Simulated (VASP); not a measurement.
Here is a VASP 6.6.1 calculation.

File INCAR:

```
PREC = Accurate
ENCUT = 520
EDIFF = 1E-6
ISMEAR = 0
SIGMA = 0.01
LREAL = False
LASPH = True
NELM = 80
ALGO = Normal
ISIF = 2
LWAVE = False
LCHARG = True
GGA = PE
LELF = True
LVHAR = True
NBANDS = 28
```

File KPOINTS:

```
Automatic mesh
0
Gamma
  4 4 4
```

File POSCAR:

```
PbS
1.0
    2.0637484140     -5.8692756716      0.0000000000
    2.0637484140      5.8692756716      0.0000000000
    0.0000000000      0.0000000000      4.2604423670
Pb S
2 2
Direct
    0.8722772603      0.1277227397      0.7500000000
    0.1277227397      0.8722772603      0.2500000000
    0.6436799884      0.3563200116      0.7500000000
    0.3563200116      0.6436799884      0.2500000000
```

Potentials or basis: VASP PAW PBE potentials, release 64 (Pb_d, S).

The run is started by

```bash
$ cat potpaw_PBE.64/Pb_d/POTCAR potpaw_PBE.64/S/POTCAR > POTCAR
$ mpirun -np 1 vasp_std > vasp.out
```

Task: Estimate the pressure.

Result: 2.0 GPa.

Task: Predict the band gap on the k mesh.

Result: 1.26 eV (least direct gap 1.66 eV).

Task: What does it give for the largest force?

Result: 0.091 eV/Å.

Forces on the atoms (eV/Å):
```
Pb   0.000 -0.062  0.000
Pb   0.000  0.062  0.000
S    0.000  0.091  0.000
S    0.000 -0.091  0.000
```

Caveat: spin-orbit coupling is left out, which moves the levels of the heavy elements. A k mesh can miss the band edges.
